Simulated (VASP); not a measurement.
# Be2S3: single point with PBE

The system is Be2S3.

```
Be S
1.0
     3.41208    0.00000    0.00000
     0.00000    4.90361    0.00000
     0.00000    0.00000    6.04889
Be S
2 3
Direct
  0.00000 0.00000 0.99838
  0.50000 0.50000 0.65761
  0.00000 0.24359 0.68422
  0.00000 0.75641 0.68422
  0.50000 0.00000 0.16713
```

The cell was generated, and may not be a known phase.

```
Program                : VASP 6.6.1
Task                   : single point
Functional             : PBE
Potentials or basis    : VASP PAW PBE potentials, release 64 (Be, S)
Cutoff                 : 520 eV
k mesh                 : 6 × 4 × 4
Occupations            : gaussian, width 0.1 eV
Spin                   : no spin polarisation
Dipole correction      : no
Further INCAR settings : ALGO = Normal; EDIFF = 1e-07; NBANDS = 19
```

| Property | Result |
| --- | --- |
| Pressure | 0.0 GPa |
| Largest force | 0.018 eV/Å |
| Band gap on the k mesh | zero (bands 11 and 12 overlap by 0.88 eV) |

Forces on the atoms (eV/Å):
```
Be   0.000  0.000 -0.010
Be   0.000  0.000  0.012
S    0.000  0.017 -0.003
S    0.000 -0.017 -0.003
S    0.000  0.000  0.003
```

Stress tensor (GPa, compression positive):
```
-0.30  0.00  0.00
 0.00  0.04  0.00
 0.00  0.00  0.21
```

Levels at points of the mesh, in eV from the Fermi level:
```
           k point  band 9  band 10  band 11  band 12  band 13  band 14
(0.00, 0.00, 0.00)   -0.49    -0.37     0.08     3.18     3.57     3.68
(0.50, 0.00, 0.00)   -1.44    -0.74     0.14     3.15     3.40     4.49
(0.00, 0.50, 0.00)   -1.70    -1.27    -0.58     0.15     4.36     4.92
(0.50, 0.50, 0.00)   -1.67    -1.35    -1.26    -0.19     2.86     4.30
(0.00, 0.00, 0.50)   -0.99     0.08     0.27     3.14     3.67     3.88
(0.50, 0.00, 0.50)   -0.98    -0.82     0.02     2.54     3.50     4.54
(0.00, 0.50, 0.50)   -1.58    -1.11    -0.75    -0.57     3.98     5.06
(0.50, 0.50, 0.50)   -1.52    -1.37    -0.73    -0.47     3.48     5.20
```

Run time: 27 s on 1 thread of Intel(R) Xeon(R) 6975P-C (Granite Rapids) (shared host), peak memory 0.23 GiB.

Caveat: this functional lacks dispersion, which binds layers or chains, so the pressure and a relaxed spacing across them are unreliable.
